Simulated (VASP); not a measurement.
# Pd (Fd-3m) in VASP: notebook

The runs below take Pd through single point, with revPBE.

Program: VASP 6.6.1. These are calculated values, not measurements. Logs are shortened: lines on timing, memory, paths and dates and some standing lists are left out, and cuts for length are marked.

### 1 The cell of the first run

The structure is cubic, space group Fd-3m (No. 227). Conventional cell: a = 5.948 Å, b = 5.948 Å, c = 5.948 Å, α = 90.00°, β = 90.00°, γ = 90.00°. Within 3.4 Å of Pd (site symmetry -43m) lie 4 Pd at 2.58 Å.

This isn't the form of Pd at room conditions, which is fcc.

### 2 Single point, revPBE, collinear spin (26.30 Å³/atom)

File INCAR:

```
PREC = Accurate
ENCUT = 520
EDIFF = 1E-7
ISMEAR = -1
SIGMA = 0.05
LREAL = False
LASPH = True
NELM = 150
ALGO = Normal
ISIF = 2
LWAVE = False
LCHARG = True
ISPIN = 2
MAGMOM = 0.45 0.45
LORBIT = 11
LMAXMIX = 4
GGA = RE
LELF = True
LVHAR = True
NBANDS = 21
```

File KPOINTS:

```
Automatic mesh
0
Gamma
  11 11 11
```

File POSCAR:

```
Pd
1.0
    0.0000000000      2.9740065122      2.9740065122
    2.9740065122      0.0000000000      2.9740065122
    2.9740065122      2.9740065122      0.0000000000
Pd
2
Direct
    0.1250000000      0.1250000000      0.1250000000
    0.8750000000      0.8750000000      0.8750000000
```

Potentials or basis: VASP PAW PBE potentials, release 64 (Pd).

Started as:

```
$ cat potpaw_PBE.64/Pd/POTCAR > POTCAR
$ mpirun -np 1 vasp_std > vasp.out
```

OUTCAR:

```text
PREC = Accurate
   ENCUT = 520
   EDIFF = 1E-7
   ISMEAR = -1
   LREAL = False
   LASPH = True
   NELM = 150
   ISIF = 2
   ISPIN = 2
   LORBIT = 11
   GGA = RE

 ion  position               nearest neighbor table
   1  0.125  0.125  0.125-   2 2.58   2 2.58   2 2.58   2 2.58
   2  0.875  0.875  0.875-   1 2.58   1 2.58   1 2.58   1 2.58

  LATTYP: Found a face centered cubic cell.
 ALAT       =     5.9480130244

  Lattice vectors:

 A1 = (   0.0000000000,   2.9740065122,   2.9740065122)
 A2 = (   2.9740065122,   0.0000000000,   2.9740065122)
 A3 = (   2.9740065122,   2.9740065122,   0.0000000000)

Analysis of symmetry for initial positions (statically):
=====================================================================
 Subroutine PRICEL returns:
 Original cell was already a primitive cell.

 Routine SETGRP: Setting up the symmetry group for a
 face centered cubic supercell.

 Subroutine GETGRP returns: Found 48 space group operations
 (whereof 12 operations were pure point group operations)
 out of a pool of 48 trial point group operations.

The static configuration has the point symmetry D_3d.
 The point group associated with its full space group is O_h .

Analysis of symmetry for dynamics (positions and initial velocities):
=====================================================================
 Subroutine PRICEL returns:
 Original cell was already a primitive cell.

 Routine SETGRP: Setting up the symmetry group for a
 face centered cubic supercell.

 Subroutine GETGRP returns: Found 48 space group operations
 (whereof 12 operations were pure point group operations)
 out of a pool of 48 trial point group operations.

The dynamic configuration has the point symmetry D_3d.
 The point group associated with its full space group is O_h .

Analysis of structural, dynamic, and magnetic symmetry:
=====================================================================
 Subroutine PRICEL returns:
 Original cell was already a primitive cell.

 Routine SETGRP: Setting up the symmetry group for a
 face centered cubic supercell.

 Subroutine GETGRP returns: Found 48 space group operations
 (whereof 12 operations were pure point group operations)
 out of a pool of 48 trial point group operations.

The overall configuration has the point symmetry D_3d.
 The point group associated with its full space group is O_h .

 Subroutine INISYM returns: Found 48 space group operations
 (whereof 12 operations are pure point group operations),
 and found     1 'primitive' translations

----------------------------------------------------------------------------------------

                                     Primitive cell

  volume of cell :      52.6085

  direct lattice vectors                    reciprocal lattice vectors
     0.000000000  2.974006512  2.974006512    -0.168123371  0.168123371  0.168123371
     2.974006512  0.000000000  2.974006512     0.168123371 -0.168123371  0.168123371
     2.974006512  2.974006512  0.000000000     0.168123371  0.168123371 -0.168123371

  length of vectors
     4.205880344  4.205880344  4.205880344     0.291198220  0.291198220  0.291198220

  position of ions in fractional coordinates (direct lattice)
     0.125000000  0.125000000  0.125000000
     0.875000000  0.875000000  0.875000000

  ion indices of the primitive-cell ions
   primitive index   ion index
                 1           1
                 2           2

----------------------------------------------------------------------------------------

 KPOINTS: Automatic mesh

Automatic generation of k-mesh.
 Grid dimensions read from file:
 generate k-points for:   11   11   11

 Generating k-lattice:

  Cartesian coordinates                     Fractional coordinates (reciprocal lattice)
    -0.015283943  0.015283943  0.015283943     0.090909091  0.000000000  0.000000000
     0.015283943 -0.015283943  0.015283943     0.000000000  0.090909091  0.000000000
     0.015283943  0.015283943 -0.015283943     0.000000000  0.000000000  0.090909091

  Length of vectors
     0.026472565  0.026472565  0.026472565

  Shift w.r.t. Gamma in fractional coordinates (k-lattice)
     0.000000000  0.000000000  0.000000000

 Subroutine IBZKPT returns following result:
 ===========================================

 Found     56 irreducible k-points:

 Following reciprocal coordinates:
            Coordinates               Weight
  0.000000  0.000000  0.000000      1.000000
  0.090909  0.000000  0.000000      8.000000
  0.181818  0.000000  0.000000      8.000000
  0.272727  0.000000  0.000000      8.000000
  0.363636  0.000000  0.000000      8.000000
  0.454545  0.000000  0.000000      8.000000
[... 16 lines left out ...]
 -0.272727  0.181818  0.000000     24.000000
 -0.181818  0.181818  0.000000     12.000000
 [... further k-points ...]
   k-points           NKPTS =     56   k-points in BZ     NKDIM =     56   number of bands    NBANDS=     21
   number of dos      NEDOS =    301   number of ions     NIONS =      2
   total plane-waves  NPLWV =  32768
   dimension x,y,z NGX =    32 NGY =   32 NGZ =   32
   dimension x,y,z NGXF=    64 NGYF=   64 NGZF=   64
   ions per type =               2
   NGX,Y,Z   is equivalent  to a cutoff of  12.65, 12.65, 12.65 a.u.
   NGXF,Y,Z  is equivalent  to a cutoff of  25.30, 25.30, 25.30 a.u.
 SYSTEM =  unknown system
   PREC   = accura    normal or accurate (medium, high low for compatibility)
   ISTART =      0    job   : 0-new  1-cont  2-samecut
   ICHARG =      2    charge: 1-file 2-atom 10-const
   ISPIN  =      2    spin polarized calculation?
   LNONCOLLINEAR =      F non collinear calculations
   LSORBIT =      F    spin-orbit coupling
   LASPH  =      T    aspherical Exc in radial PAW
   ENCUT  =  520.0 eV  38.22 Ry    6.18 a.u.   7.82  7.82  7.82*2*pi/ulx,y,z
   NELM   =    150;   NELMIN=  2; NELMDL= -5     # of ELM steps
   EDIFF  = 0.1E-06   stopping-criterion for ELM
   LREAL  =      F    real-space projection
   EDIFFG = 0.1E-05   stopping-criterion for IOM
   NSW    =      0    number of steps for IOM
   IBRION =     -1    ionic relax: 0-MD 1-quasi-New 2-CG
   NFREE  =      0    steps in history (QN), initial steepest desc. (CG)
   ISIF   =      2    stress and relaxation
   ISYM   =      2    0-nonsym 1-usesym 2-fastsym
   POTIM  = 0.5000    time-step for ionic-motion
   TEBEG  =    0.0;   TEEND  =   0.0 temperature during run
   PSTRESS=    0.0 pullay stress
   NELECT =      20.0000    total number of electrons
   NUPDOWN=      -1.0000    fix difference up-down
   EMIN   =  10.00;   EMAX   =-10.00  energy-range for DOS
   EFERMI =   0.00;   METHOD = LEGACY
   ISMEAR =    -1;   SIGMA  =   0.05  broadening in eV -4-tet -1-fermi 0-gaus
   EFERMI_NEDOS =   21; number of points for ismear=-14 and -15
   IALGO  =     38    algorithm
   IMIX   =      4    mixing-type and parameters
     AMIX     =   0.40;   BMIX     =  1.00
     AMIX_MAG =   1.60;   BMIX_MAG =  1.00
  volume/ion in A,a.u.               =      26.30       177.51
  Fermi-wavevector in a.u.,A,eV,Ry     =   1.185950  2.241120 19.136275  1.406477
  Thomas-Fermi vector in A             =   2.322133
   LORBIT       =     11    0 simple, 1 ext, 2 COOP (PROOUT), +10 PAW based schemes
   GGA     = RE    functional components
   LHFCALC =     F    Hartree Fock is set to
   AEXX    =    0.0000 exact exchange contribution
   IVDW    =     0    specifies the selected vdW correction
   LEPSILON=     F    determine dielectric tensor
   LRPA    =     F    only Hartree local field effects (RPA)
 spin polarized calculation
  energy-cutoff  :      520.00
  volume of cell :       52.61
 maximum number of plane-waves:      1431
   NGX = 15   NGY = 15   NGZ = 15

 number of electron      19.9999997 magnetization       0.9207261

 Free energy of the ion-electron system (eV)
  ---------------------------------------------------
  ext. energy  EPLUGINS =         0.00000000
  ---------------------------------------------------
  free energy    TOTEN  =        -7.40798287 eV

  energy without entropy =       -7.36699305  energy(sigma->0) =       -7.38748796

 E-fermi :   3.3845     XC(G=0):  -9.3981

 val. band max:        3.3737338156   @ k =  -0.0909   0.0909   0.0000
 cond. band min:       3.3899034964   @ k =  -0.4545   0.4545   0.0909
 fundamental gap:      0.0161696808
 Fermi energy:         3.3845255519

 spin component 1

 k-point     1 :       0.0000    0.0000    0.0000
  band No.  band energies     occupation
      1      -0.7516      1.00000
      2       0.2525      1.00000
      3       0.2525      1.00000
      4       0.3199      1.00000
      5       0.3199      1.00000
      6       0.3199      1.00000
[... 13 lines left out ...]
     20      17.1154      0.00000
     21      17.1154      0.00000
[... 529 lines left out ...]
 k-point    24 :      -0.1818    0.1818    0.0000
  band No.  band energies     occupation
      1      -0.0501      1.00000
      2       0.0427      1.00000
      3       0.3132      1.00000
      4       0.3877      1.00000
      5       0.5308      1.00000
      6       0.8811      1.00000
[... 13 lines left out ...]
     20      18.8391      0.00000
     21      21.0861      0.00000

 [... further k-points ...]

 spin component 2

 k-point     1 :       0.0000    0.0000    0.0000
  band No.  band energies     occupation
      1      -0.7040      1.00000
      2       0.5163      1.00000
      3       0.5163      1.00000
      4       0.6198      1.00000
      5       0.6198      1.00000
      6       0.6198      1.00000
[... 13 lines left out ...]
     20      17.1522      0.00000
     21      17.1522      0.00000
[... 529 lines left out ...]
 k-point    24 :      -0.1818    0.1818    0.0000
  band No.  band energies     occupation
      1       0.2174      1.00000
      2       0.2326      1.00000
      3       0.5930      1.00000
      4       0.6003      1.00000
      5       0.8186      1.00000
      6       1.1678      1.00000
[... 13 lines left out ...]
     20      18.9128      0.00000
     21      21.1414      0.00000

 [... further k-points ...]

------------------------ aborting loop because EDIFF is reached ----------------------------------------

  FORCE on cell =-STRESS in cart. coord.  units (eV):
  Direction    XX          YY          ZZ          XY          YZ          ZX
  --------------------------------------------------------------------------------------
  -------------------------------------------------------------------------------------
  Total       -0.7353120     -0.7353120     -0.7353120     -0.0000000      0.0000000      0.0000000
  in kB      -22.3937328    -22.3937328    -22.3937328     -0.0000000      0.0000000      0.0000000
  external PRESSURE =     -22.3937328 kB  Pullay stress =       0.0000000 kB

 VOLUME and BASIS-vectors are now :
 -----------------------------------------------------------------------------
  energy-cutoff  :      520.00
  volume of cell :       52.61
      direct lattice vectors                 reciprocal lattice vectors
     0.000000000  2.974006512  2.974006512    -0.168123371  0.168123371  0.168123371
     2.974006512  0.000000000  2.974006512     0.168123371 -0.168123371  0.168123371
     2.974006512  2.974006512  0.000000000     0.168123371  0.168123371 -0.168123371

 POSITION                                       TOTAL-FORCE (eV/Angst)
 -----------------------------------------------------------------------------------
      0.74350      0.74350      0.74350        -0.000000     -0.000000     -0.000000
      5.20451      5.20451      5.20451         0.000000      0.000000      0.000000
 -----------------------------------------------------------------------------------
    total drift:                                0.000000      0.000000     -0.000000

  FREE ENERGIE OF THE ION-ELECTRON SYSTEM (eV)
  ---------------------------------------------------
  free  energy   TOTEN  =        -7.4079828661 eV

  energy  without entropy=       -7.3669930462  energy(sigma->0) =       -7.38748796

 total charge

# of ion       s       p       d       tot
------------------------------------------
    1        0.463   0.245   8.515   9.223
    2        0.463   0.245   8.515   9.223
--------------------------------------------------
tot          0.926   0.489  17.030  18.446

 magnetization (x)

# of ion       s       p       d       tot
------------------------------------------
    1       -0.004  -0.001   0.458   0.452
    2       -0.004  -0.001   0.458   0.452
--------------------------------------------------
tot         -0.009  -0.003   0.916   0.904
```

Wall time 2.6 min (1 thread of Intel Xeon 8259CL, shared host); peak memory 0.25 GiB.

What came out:

```
Free energy                                           : -7.4080 eV
Pressure                                              : -2.2 GPa
Net moment                                            : 0.92 μB per cell
Site moments                                          : Pd +0.45 μB
Valence electrons inside the program's atomic spheres : Pd 9.22
```

Levels at points of the mesh, in eV from the Fermi level:
Spin up:
| k point | band 7 | band 8 | band 9 | band 10 | band 11 | band 12 | band 13 | band 14 | band 15 | band 16 |
| --- | --- | --- | --- | --- | --- | --- | --- | --- | --- | --- |
| (0.00, 0.00, 0.00) | -1.40 | -1.40 | -1.40 | -0.40 | -0.40 | 10.93 | 10.93 | 10.93 | 11.44 | 11.44 |
Spin down:
```
           k point  band 8  band 9  band 10  band 11  band 12  band 13
(0.00, 0.00, 0.00)   -1.05   -1.05    -0.07    -0.07    11.01    11.01
```

Caveat: the PAW data sets were made with another functional, which shifts forces and pressure a little.

### 3 Single point, revPBE, collinear spin (27.32 Å³/atom)

This run uses another cell than the first one, of 27.32 Å³/atom.

File INCAR:

```
ALGO = Normal
EDIFF = 1E-7
ENCUT = 520
GGA = RE
ISIF = 2
ISMEAR = -1
ISPIN = 2
LASPH = True
LCHARG = False
LMAXMIX = 4
LORBIT = 11
LREAL = False
LWAVE = False
MAGMOM = 0.45 0.45
NBANDS = 21
NELM = 150
PREC = Accurate
SIGMA = 0.05
```

File KPOINTS:

```
k-points
0
Gamma
  11 11 11
```

File POSCAR:

```
Pd
1.0
    0.0000000000      3.0116561611      3.0116561611
    3.0116561611      0.0000000000      3.0116561611
    3.0116561611      3.0116561611      0.0000000000
Pd
2
Direct
    0.1250000000      0.1250000000      0.1250000000
    0.8750000000      0.8750000000      0.8750000000
```

Potentials or basis: VASP PAW PBE potentials, release 64 (Pd).

Started as:

```
$ cat potpaw_PBE.64/Pd/POTCAR > POTCAR
$ mpirun -np 1 vasp_std > vasp.out
```

It took 2.3 min on 1 thread of Intel Xeon 8259CL, shared host; peak memory 0.25 GiB.

Results (log left out):

* Free energy: -7.3703 eV
* Pressure: -3.8 GPa
* Net moment: 0.89 μB per cell
* Site moments: Pd +0.44 μB
* Valence electrons inside the program's atomic spheres: Pd 9.19

Levels at points of the mesh, in eV from the Fermi level:
Spin up:
| k point | band 8 | band 9 | band 10 | band 11 | band 12 | band 13 | band 14 | band 15 |
| --- | --- | --- | --- | --- | --- | --- | --- | --- |
| (0.00, 0.00, 0.00) | -1.33 | -1.33 | -0.40 | -0.40 | 10.64 | 10.64 | 10.64 | 11.19 |
Spin down:
```
           k point  band 6  band 7  band 8  band 9  band 10  band 11  band 12  band 13  band 14  band 15
(0.00, 0.00, 0.00)   -2.62   -0.99   -0.99   -0.99    -0.08    -0.08    10.73    10.73    10.73    11.28
```

Caveat: the cell stands under tension; the PAW data sets were made with another functional, which shifts forces and pressure a little.
